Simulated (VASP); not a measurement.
# ZnO (I4cm) in VASP: a series of runs

ZnO is run at these levels: PBE; tasks: single point, relaxation of cell and atoms.

All numbers are computed with VASP 6.6.1; they aren't measurements. Logs are shortened: lines on timing, memory, paths and dates and some standing lists are left out, and cuts for length are marked.

## (1) The cell of the first run

It takes space group I4cm (No. 108, tetragonal). The conventional cell has a = 6.462 Å, b = 6.462 Å, c = 5.288 Å, α = 90.00°, β = 90.00°, γ = 90.00°. Within 2.6 Å of Zn (site symmetry m) lie 4 O at 1.93 to 2.05 Å. O (site symmetry m) has 4 Zn at 1.93 to 2.05 Å within 2.6 Å.

## (2) Single point, PBE

INCAR

```
SYSTEM = ZnO
ALGO     = Normal         ! electronic algorithm
EDIFF    = 1E-7           ! SCF threshold, eV
ENCUT    = 520            ! plane-wave cutoff, eV
GGA      = PE             ! functional
ISIF     = 2              ! what is computed and relaxed
ISMEAR   = 0              ! smearing method
LASPH    = .TRUE.         ! aspherical terms in the spheres
LCHARG   = .TRUE.         ! write CHGCAR
LELF     = .TRUE.         ! ELF
LREAL    = .FALSE.        ! projectors in reciprocal space
LVHAR    = .TRUE.       
LWAVE    = .FALSE.        ! write WAVECAR
NBANDS   = 46             ! bands
NELM     = 100            ! most SCF steps
PREC     = Accurate       ! precision mode
SIGMA    = 0.01           ! smearing width, eV
```

KPOINTS

```
k-points
0
G
  8 8 8
  0 0 0
```

POSCAR

```
ZnO
1.0
   -3.2308637504      3.2308637504      2.6438686048
    3.2308637504     -3.2308637504      2.6438686048
    3.2308637504      3.2308637504     -2.6438686048
Zn O
4 4
Direct
    0.4104841017      0.9104841017      0.1983820732
    0.7121020285      0.2121020285      0.8016179268
    0.9104841017      0.7121020285      0.5000000000
    0.2121020285      0.4104841017      0.5000000000
    0.2886413054      0.0895336939      0.5000000000
    0.5895336939      0.7886413054      0.5000000000
    0.7886413054      0.2886413054      0.1991076115
    0.0895336939      0.5895336939      0.8008923885
```

Potentials or basis: VASP PAW PBE potentials, release 64 (Zn, O).

Started as:

```bash
cat potpaw_PBE.64/Zn/POTCAR potpaw_PBE.64/O/POTCAR > POTCAR
mpirun -np 1 vasp_std > vasp.out
```

OUTCAR:

```text
SYSTEM = ZnO
   EDIFF = 1E-7
   ENCUT = 520
   GGA = PE
   ISIF = 2
   ISMEAR = 0
   LASPH = .TRUE.
   LREAL = .FALSE.
   NELM = 100
   PREC = Accurate

 ion  position               nearest neighbor table
   1  0.410  0.910  0.198-   8 1.93   7 2.00   5 2.05   6 2.05   2 2.76
   2  0.712  0.212  0.802-   7 1.93   8 2.00   5 2.05   6 2.05   1 2.76
   3  0.910  0.712  0.500-   6 1.93   5 2.00   7 2.05   8 2.05   4 2.76
   4  0.212  0.410  0.500-   5 1.93   6 2.00   7 2.05   8 2.05   3 2.76
   5  0.289  0.090  0.500-   4 1.93   3 2.00   1 2.05   2 2.05
   6  0.590  0.789  0.500-   3 1.93   4 2.00   1 2.05   2 2.05
   7  0.789  0.289  0.199-   2 1.93   1 2.00   3 2.05   4 2.05
   8  0.090  0.590  0.801-   1 1.93   2 2.00   3 2.05   4 2.05

  LATTYP: Found a body centered tetragonal cell.
 ALAT       =     6.4617275008
 C/A-ratio  =     0.8183163417

  Lattice vectors:

 A1 = (  -3.2308637504,   3.2308637504,   2.6438686048)
 A2 = (   3.2308637504,  -3.2308637504,   2.6438686048)
 A3 = (   3.2308637504,   3.2308637504,  -2.6438686048)

Analysis of symmetry for initial positions (statically):
=====================================================================
 Subroutine PRICEL returns:
 Original cell was already a primitive cell.

 Routine SETGRP: Setting up the symmetry group for a
 body centered tetragonal supercell.

 Subroutine GETGRP returns: Found  8 space group operations
 (whereof  4 operations were pure point group operations)
 out of a pool of 16 trial point group operations.

The static configuration has the point symmetry     .
 The point group associated with its full space group is C_4v.

Analysis of symmetry for dynamics (positions and initial velocities):
=====================================================================
 Subroutine PRICEL returns:
 Original cell was already a primitive cell.

 Routine SETGRP: Setting up the symmetry group for a
 body centered tetragonal supercell.

 Subroutine GETGRP returns: Found  8 space group operations
 (whereof  4 operations were pure point group operations)
 out of a pool of 16 trial point group operations.

The dynamic configuration has the point symmetry C_4v.
 The point group associated with its full space group is C_4v.

 Subroutine INISYM returns: Found  8 space group operations
 (whereof  4 operations are pure point group operations),
 and found     1 'primitive' translations

----------------------------------------------------------------------------------------

                                     Primitive cell

  volume of cell :     110.3919

  direct lattice vectors                    reciprocal lattice vectors
    -3.230863750  3.230863750  2.643868605     0.000000000  0.154757377  0.189116811
     3.230863750 -3.230863750  2.643868605     0.154757377  0.000000000  0.189116811
     3.230863750  3.230863750 -2.643868605     0.154757377  0.154757377  0.000000000

  length of vectors
     5.278920566  5.278920566  5.278920566     0.244366557  0.244366557  0.218859982

  position of ions in fractional coordinates (direct lattice)
     0.410484102  0.910484102  0.198382073
     0.712102028  0.212102028  0.801617927
     0.910484102  0.712102028  0.500000000
     0.212102028  0.410484102  0.500000000
     0.288641305  0.089533694  0.500000000
     0.589533694  0.788641305  0.500000000
     0.788641305  0.288641305  0.199107611
     0.089533694  0.589533694  0.800892389

  ion indices of the primitive-cell ions
   primitive index   ion index
                 1           1
                 2           2
                 3           3
                 4           4
                 5           5
                 6           6
                 7           7
                 8           8

----------------------------------------------------------------------------------------

 KPOINTS: k-points

Automatic generation of k-mesh.
 Grid dimensions read from file:
 generate k-points for:    8    8    8

 Generating k-lattice:

  Cartesian coordinates                     Fractional coordinates (reciprocal lattice)
     0.000000000  0.019344672  0.023639601     0.125000000  0.000000000  0.000000000
     0.019344672  0.000000000  0.023639601     0.000000000  0.125000000  0.000000000
     0.019344672  0.019344672  0.000000000     0.000000000  0.000000000  0.125000000

  Length of vectors
     0.030545820  0.030545820  0.027357498

  Shift w.r.t. Gamma in fractional coordinates (k-lattice)
     0.000000000  0.000000000  0.000000000

 Subroutine IBZKPT returns following result:
 ===========================================

 Found     59 irreducible k-points:

 Following reciprocal coordinates:
            Coordinates               Weight
  0.000000  0.000000  0.000000      1.000000
  0.125000  0.000000 -0.000000      8.000000
  0.250000  0.000000 -0.000000      8.000000
  0.375000  0.000000 -0.000000      8.000000
  0.500000  0.000000 -0.000000      4.000000
  0.125000  0.125000 -0.000000      8.000000
[... 16 lines left out ...]
  0.250000  0.125000  0.125000     16.000000
  0.375000  0.125000  0.125000      8.000000
 [... further k-points ...]
   k-points           NKPTS =     59   k-points in BZ     NKDIM =     59   number of bands    NBANDS=     46
   number of dos      NEDOS =    301   number of ions     NIONS =      8
   total plane-waves  NPLWV =  64000
   dimension x,y,z NGX =    40 NGY =   40 NGZ =   40
   dimension x,y,z NGXF=    80 NGYF=   80 NGZF=   80
   ions per type =               4   4
   NGX,Y,Z   is equivalent  to a cutoff of  12.60, 12.60, 12.60 a.u.
   NGXF,Y,Z  is equivalent  to a cutoff of  25.19, 25.19, 25.19 a.u.
 SYSTEM =  ZnO
   PREC   = accura    normal or accurate (medium, high low for compatibility)
   ISTART =      0    job   : 0-new  1-cont  2-samecut
   ICHARG =      2    charge: 1-file 2-atom 10-const
   ISPIN  =      1    spin polarized calculation?
   LNONCOLLINEAR =      F non collinear calculations
   LSORBIT =      F    spin-orbit coupling
   LASPH  =      T    aspherical Exc in radial PAW
   ENCUT  =  520.0 eV  38.22 Ry    6.18 a.u.   9.82  9.82  9.82*2*pi/ulx,y,z
   NELM   =    100;   NELMIN=  2; NELMDL= -5     # of ELM steps
   EDIFF  = 0.1E-06   stopping-criterion for ELM
   LREAL  =      F    real-space projection
   EDIFFG = 0.1E-05   stopping-criterion for IOM
   NSW    =      0    number of steps for IOM
   IBRION =     -1    ionic relax: 0-MD 1-quasi-New 2-CG
   NFREE  =      0    steps in history (QN), initial steepest desc. (CG)
   ISIF   =      2    stress and relaxation
   ISYM   =      2    0-nonsym 1-usesym 2-fastsym
   POTIM  = 0.5000    time-step for ionic-motion
   TEBEG  =    0.0;   TEEND  =   0.0 temperature during run
   PSTRESS=    0.0 pullay stress
   NELECT =      72.0000    total number of electrons
   NUPDOWN=      -1.0000    fix difference up-down
   EMIN   =  10.00;   EMAX   =-10.00  energy-range for DOS
   EFERMI =   0.00;   METHOD = LEGACY
   ISMEAR =     0;   SIGMA  =   0.01  broadening in eV -4-tet -1-fermi 0-gaus
   EFERMI_NEDOS =   21; number of points for ismear=-14 and -15
   IALGO  =     38    algorithm
   IMIX   =      4    mixing-type and parameters
     AMIX     =   0.40;   BMIX     =  1.00
     AMIX_MAG =   1.60;   BMIX_MAG =  1.00
  volume/ion in A,a.u.               =      13.80        93.12
  Fermi-wavevector in a.u.,A,eV,Ry     =   1.419733  2.682906 27.424464  2.015641
  Thomas-Fermi vector in A             =   2.540722
   LORBIT       =      0    0 simple, 1 ext, 2 COOP (PROOUT), +10 PAW based schemes
   GGA     = PE    functional components
   LHFCALC =     F    Hartree Fock is set to
   AEXX    =    0.0000 exact exchange contribution
   IVDW    =     0    specifies the selected vdW correction
   LEPSILON=     F    determine dielectric tensor
   LRPA    =     F    only Hartree local field effects (RPA)
 non-spin polarized calculation
 Gauss-broadening in eV      SIGMA  =   0.01
  energy-cutoff  :      520.00
  volume of cell :      110.39
 maximum number of plane-waves:      2987
   NGX = 19   NGY = 19   NGZ = 19

 number of electron      71.9999945 magnetization

 Free energy of the ion-electron system (eV)
  ---------------------------------------------------
  ext. energy  EPLUGINS =         0.00000000
  ---------------------------------------------------
  free energy    TOTEN  =       -35.14902455 eV

  energy without entropy =      -35.14902455  energy(sigma->0) =      -35.14902455

 E-fermi :   0.3255     XC(G=0):  -9.8958

 val. band max:        0.2008219005   @ k =   0.0000   0.0000   0.0000
 cond. band min:       1.1210089202   @ k =   0.0000   0.0000   0.0000
 fundamental gap:      0.9201870197
 Fermi energy:         0.3255185067

 k-point     1 :       0.0000    0.0000    0.0000
  band No.  band energies     occupation
      1     -17.5517      2.00000
      2     -16.8257      2.00000
      3     -16.5916      2.00000
      4     -16.5916      2.00000
      5      -5.9324      2.00000
      6      -5.3643      2.00000
[... 38 lines left out ...]
     45       9.1643      0.00000
     46       9.8687      0.00000

 k-point     2 :       0.1250    0.0000   -0.0000
  band No.  band energies     occupation
      1     -17.5143      2.00000
      2     -16.8358      2.00000
      3     -16.6086      2.00000
      4     -16.6029      2.00000
      5      -5.9580      2.00000
      6      -5.4081      2.00000
[... 38 lines left out ...]
     45       9.3065      0.00000
     46      10.0539      0.00000

 k-point     3 :       0.2500    0.0000   -0.0000
  band No.  band energies     occupation
      1     -17.4090      2.00000
      2     -16.8704      2.00000
      3     -16.6514      2.00000
      4     -16.6318      2.00000
      5      -6.0062      2.00000
      6      -5.5355      2.00000
[... 38 lines left out ...]
     45       9.4595      0.00000
     46      10.3925      0.00000

 k-point     4 :       0.3750    0.0000   -0.0000
  band No.  band energies     occupation
      1     -17.2570      2.00000
      2     -16.9518      2.00000
      3     -16.6887      2.00000
      4     -16.6666      2.00000
      5      -6.0120      2.00000
      6      -5.7414      2.00000
[... 920 lines left out ...]
     45       9.9392      0.00000
     46      10.0793      0.00000

 k-point    23 :       0.2500    0.1250    0.1250
  band No.  band energies     occupation
      1     -17.2294      2.00000
      2     -16.9579      2.00000
      3     -16.7150      2.00000
      4     -16.6645      2.00000
      5      -6.0130      2.00000
      6      -5.8408      2.00000
[... 38 lines left out ...]
     45       9.7575      0.00000
     46      10.2593      0.00000

 k-point    24 :       0.3750    0.1250    0.1250
  band No.  band energies     occupation
      1     -17.0818      2.00000
      2     -17.0818      2.00000
      3     -16.7017      2.00000
      4     -16.7017      2.00000
      5      -5.9705      2.00000
      6      -5.9705      2.00000
[... 38 lines left out ...]
     45       9.8808      0.00000
     46       9.8808      0.00000

 [... further k-points ...]

------------------------ aborting loop because EDIFF is reached ----------------------------------------

  FORCE on cell =-STRESS in cart. coord.  units (eV):
  Direction    XX          YY          ZZ          XY          YZ          ZX
  --------------------------------------------------------------------------------------
  -------------------------------------------------------------------------------------
  Total        0.5747642      0.5747642      0.5765954      0.0000000      0.0000000      0.0000000
  in kB        8.3418654      8.3418654      8.3684417      0.0000000      0.0000000      0.0000000
  external PRESSURE =       8.3507241 kB  Pullay stress =       0.0000000 kB

 VOLUME and BASIS-vectors are now :
 -----------------------------------------------------------------------------
  energy-cutoff  :      520.00
  volume of cell :      110.39
      direct lattice vectors                 reciprocal lattice vectors
    -3.230863750  3.230863750  2.643868605     0.000000000  0.154757377  0.189116811
     3.230863750 -3.230863750  2.643868605     0.154757377  0.000000000  0.189116811
     3.230863750  3.230863750 -2.643868605     0.154757377  0.154757377  0.000000000

 POSITION                                       TOTAL-FORCE (eV/Angst)
 -----------------------------------------------------------------------------------
      2.25638     -0.97449      2.96797         0.006933      0.006933     -0.000175
      0.97449      4.20535      0.32410        -0.006933     -0.006933     -0.000175
      0.97449      2.25638      2.96797        -0.006933      0.006933     -0.000175
      2.25638      0.97449      0.32410         0.006933     -0.006933     -0.000175
      0.97214      2.25872     -0.32209        -0.013885      0.013885      0.000175
      2.25872      0.97214      2.32178         0.013885     -0.013885      0.000175
     -0.97214      2.25872      2.32178         0.013885      0.013885      0.000175
      4.20301      0.97214     -0.32209        -0.013885     -0.013885      0.000175
 -----------------------------------------------------------------------------------
    total drift:                               -0.000005     -0.000005     -0.002834

  FREE ENERGIE OF THE ION-ELECTRON SYSTEM (eV)
  ---------------------------------------------------
  free  energy   TOTEN  =       -35.1490245461 eV

  energy  without entropy=      -35.1490245461  energy(sigma->0) =      -35.14902455
```

It took 5.7 min on 1 thread of AMD EPYC 7R13 (Zen 3), shared host; peak memory 0.33 GiB.

Results:

```yaml
Free_energy: -35.1490 eV
Pressure: 0.8 GPa
Largest_force: 0.020 eV/Å
Band_gap_on_the_k_mesh: 0.92 eV
```

Forces in eV/Å, atoms in the order of the input:
```
Zn   0.007  0.007  0.000
Zn  -0.007 -0.007  0.000
Zn  -0.007  0.007  0.000
Zn   0.007 -0.007  0.000
O   -0.014  0.014  0.000
O    0.014 -0.014  0.000
O    0.014  0.014  0.000
O   -0.014 -0.014  0.000
```

A k mesh can miss the band edges.

## (3) Relaxation of cell and atoms, PBE

INCAR

```
SYSTEM = ZnO
  ALGO = Normal
  EDIFF = 1E-6
  EDIFFG = -0.001
  ENCUT = 600
  GGA = PE
  IBRION = 2
  ISIF = 3
  ISMEAR = 0
  LASPH = .TRUE.
  LCHARG = .FALSE.
  LREAL = .FALSE.
  LWAVE = .FALSE.
  NELM = 60
  NSW = 80
  PREC = Accurate
  SIGMA = 0.01
```

KPOINTS is that of step 2.

POSCAR

```
ZnO
1.0
   -3.2312779625      3.2312779625      2.6430734491
    3.2312779625     -3.2312779625      2.6430734491
    3.2312779625      3.2312779625     -2.6430734491
Zn O
4 4
Direct
    0.4104443209      0.9104443209      0.1983986110
    0.7120457099      0.2120457099      0.8016013890
    0.9104443209      0.7120457099      0.5000000000
    0.2120457099      0.4104443209      0.5000000000
    0.2886884924      0.0895826064      0.5000000000
    0.5895826064      0.7886884924      0.5000000000
    0.7886884924      0.2886884924      0.1991058860
    0.0895826064      0.5895826064      0.8008941140
```

Potentials or basis: VASP PAW PBE potentials, release 64 (Zn, O).

Started as:

```bash
cat potpaw_PBE.64/Zn/POTCAR potpaw_PBE.64/O/POTCAR > POTCAR
mpirun -np 1 vasp_std > vasp.out
```

It took 40 min on 1 thread of Oxide Virtual Turin-like, shared host; peak memory 0.4 GiB.

It converged, with:

- Free energy: -35.1582 eV
- Relaxed volume: 13.88 Å³/atom
- Relaxed cell: a = 5.289 Å, b = 5.289 Å, c = 5.289 Å, α = 104.52°, β = 104.52°, γ = 119.90°
- Space group after relaxing (to 0.1 Å): I4cm (No. 108)
- Energy gained by relaxing: 0.2 meV/atom
- Ionic steps: 26
- Pressure after relaxing: 0.0 GPa
- Band gap on the k mesh: 0.91 eV

Step by step:
| step | energy change (eV) | largest force (eV/Å) | pressure (GPa) | volume (Å³) |
| --- | --- | --- | --- | --- |
| 1 | 0.0000 | 0.0193 | 0.70 | 110.39 |
| 2 | -0.0011 | 0.0037 | -0.30 | 111.35 |
| 3 | -0.0014 | 0.0063 | 0.00 | 111.03 |
| 4 | -0.0014 | 0.0061 | -0.02 | 111.04 |
| 5 | -0.0014 | 0.0028 | 0.01 | 111.04 |
| 6 | -0.0014 | 0.0024 | -0.01 | 111.04 |
| 7 | -0.0014 | 0.0016 | 0.01 | 111.02 |
| 8 | -0.0014 | 0.0023 | 0.00 | 111.02 |
| 9 | -0.0014 | 0.0011 | 0.02 | 111.02 |
| 10 | -0.0014 | 0.0032 | -0.01 | 111.02 |
| 11 | -0.0014 | 0.0009 | 0.02 | 111.02 |
| 12 | -0.0014 | 0.0020 | 0.01 | 111.02 |
| 13 | -0.0014 | 0.0009 | 0.01 | 111.02 |
| 14 | -0.0014 | 0.0014 | 0.01 | 111.02 |
| 15 | -0.0014 | 0.0021 | -0.03 | 111.03 |
| 16 | -0.0014 | 0.0013 | 0.02 | 111.03 |
| 17 | -0.0014 | 0.0020 | -0.02 | 111.03 |
| 18 | -0.0014 | 0.0015 | 0.01 | 111.03 |
| 19 | -0.0014 | 0.0022 | -0.01 | 111.03 |
| 20 | -0.0014 | 0.0014 | 0.01 | 111.03 |
| 21 | -0.0014 | 0.0017 | 0.00 | 111.03 |
| 22 | -0.0014 | 0.0011 | 0.01 | 111.03 |
| 23 | -0.0014 | 0.0010 | 0.01 | 111.03 |
| 24 | -0.0014 | 0.0004 | 0.01 | 111.03 |
| 25 | -0.0014 | 0.0010 | 0.01 | 111.03 |
| 26 | -0.0014 | 0.0004 | 0.00 | 111.03 |

Final structure:
```xyz
8
Lattice="-3.2373 3.2373 2.6485 3.2373 -3.2373 2.6485 3.2373 3.2373 -2.6485" Properties=species:S:1:pos:R:3 pbc="T T T"
Zn    2.2610   -0.9763    2.9731
Zn    0.9763    4.2136    0.3246
Zn    0.9763    2.2610    2.9731
Zn    2.2610    0.9763    0.3246
O     0.9733    2.2640   -0.3226
O     2.2640    0.9733    2.3260
O    -0.9733    2.2640    2.3260
O     4.2106    0.9733   -0.3226
```

Levels at points of the mesh, in eV from the valence-band top:
```tsv
k point	band 33	band 34	band 35	band 36	band 37	band 38	band 39	band 40
(0.00, 0.00, 0.00)	-1.02	-0.10	-0.10	0.00	0.91	7.05	7.72	7.72
(0.50, 0.00, 0.00)	-1.12	-1.12	-0.80	-0.80	4.50	4.50	6.14	6.14
(0.50, 0.50, 0.00)	-0.90	-0.75	-0.54	-0.38	3.52	4.40	7.22	7.26
(0.50, 0.50, 0.50)	-1.08	-0.79	-0.79	-0.26	5.19	5.19	5.19	6.15
```
